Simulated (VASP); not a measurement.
Input of a VASP 6.6.1 run:

Contents of INCAR:

```
PREC = Accurate ; ENCUT = 520
EDIFF = 1E-7 ; ISMEAR = -1
SIGMA = 0.1 ; LREAL = False
LASPH = True ; NELM = 60
ALGO = Normal ; ISIF = 2
LWAVE = False ; LCHARG = False
GGA = PE ; NBANDS = 30
```

File KPOINTS:

```
Automatic mesh
0
Gamma
  8 8 12
```

The input POSCAR:

```
Rh
1.0
    4.3814097517      0.0000000000      0.0000000000
   -2.1907048759      3.7944121494      0.0000000000
    0.0000000000      0.0000000000      2.6935392005
Rh
3
Direct
    0.0000000000      0.0000000000      0.0000000000
    0.3333333333      0.6666666667      0.5000000000
    0.6666666667      0.3333333333      0.5000000000
```

Potentials or basis: VASP PAW PBE potentials, release 64 (Rh_pv).

The run is started by

```sh
$ cat potpaw_PBE.64/Rh_pv/POTCAR > POTCAR
$ mpirun -np 1 vasp_std > vasp.out
```

Q: What does it give for the pressure?

A: -6.8 GPa.
